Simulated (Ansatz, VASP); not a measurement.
# Two plane-wave programs on AlP

File INCAR:

```
PREC = Accurate
ENCUT = 500
EDIFF = 1E-6
ISMEAR = 0
SIGMA = 0.01
LREAL = F
LASPH = T
NELM = 120
ALGO = Normal
ISIF = 2
LWAVE = F
LCHARG = F
GGA = PE
NBANDS = 11
GGA_COMPAT = F
```

The input KPOINTS:

```
Automatic mesh
0
Gamma
  6 6 6
```

The input POSCAR:

```
AlP
1.0
    0.0000000000      2.7810576831      2.7810576831
    2.7810576831      0.0000000000      2.7810576831
    2.7810576831      2.7810576831      0.0000000000
Al P
1 1
Direct
    0.0000000000      0.0000000000      0.0000000000
    0.2500000000      0.2500000000      0.2500000000
```

Input for Ansatz:

```yaml
crystal:
  lattice:
    - [0.0, 2.7810576831, 2.7810576831]
    - [2.7810576831, 0.0, 2.7810576831]
    - [2.7810576831, 2.7810576831, 0.0]
  atoms:
    - { symbol: Al, position: [0.0, 0.0, 0.0] }
    - { symbol: P, position: [0.25, 0.25, 0.25] }
kpoints:
  mp_grid: { grid: [6, 6, 6] }
hamiltonian:
  xc: pbe
scf:
  occupations: { method: fixed }
  n_extra_bands: 4
output:
  forces: true
  stress: true
  eigenvalues: true
```

Alike in both runs: task single point; functional PBE; k mesh 6 × 6 × 6; no spin polarisation.

|  | VASP | Ansatz |
| --- | --- | --- |
| version | VASP 6.6.1 | Ansatz 0.2.0 |
| potentials or method | VASP PAW PBE potentials, release 64 (Al, P) | plane waves, PAW |
| plane-wave cutoff (eV) | 500 | 420 |
| occupations | gaussian, width 0.01 eV | fixed |
| valence electrons in the cell | 8 | 8 |

|  | VASP | Ansatz | Ansatz less VASP |
| --- | --- | --- | --- |
| gap on the k mesh at the Fermi level (eV) | 1.68 | 1.68 | +0.002 |
| pressure (GPa) | -2.3 | -2.3 | +0.08 |
